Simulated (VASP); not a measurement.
Input of a VASP 6.6.1 run:

Contents of INCAR:

```
PREC = Accurate
ENCUT = 520
EDIFF = 1E-7
ISMEAR = -1
SIGMA = 0.3
LREAL = F
LASPH = T
NELM = 60
ALGO = Normal
ISIF = 2
LWAVE = F
LCHARG = F
GGA = RP
NBANDS = 16
```

KPOINTS

```
regular mesh
0
Gamma
  6 6 4
```

Contents of POSCAR:

```
Te
1.0
    4.4540000000      0.0000000000      0.0000000000
   -2.2270000000      3.8572800000      0.0000000000
    0.0000000000      0.0000000000      5.9240000000
Te
3
Direct
    0.2690000000      0.0000000000      0.3333333333
    0.0000000000      0.2690000000      0.6666666667
    0.7310000000      0.7310000000      0.0000000000
```

Potentials or basis: VASP PAW PBE potentials, release 64 (Te).

Run with:

```console
$ cat potpaw_PBE.64/Te/POTCAR > POTCAR
$ mpirun -np 1 vasp_std > vasp.out
```

(1) Predict the band gap on the k mesh.

(2) Predict the largest force.

(3) What does it give for the pressure?

Results:

(1) 0.21 eV.

(2) 0.292 eV/Å.

(3) 3.1 GPa.

Caveat: the cell stands under pressure; so wide a smearing shifts energies and pressures; semilocal functionals underestimate gaps, and a narrow one can read as zero; the PAW data sets were made with another functional, which shifts forces and pressure a little; spin-orbit coupling is left out, which moves the levels of the heavy elements.
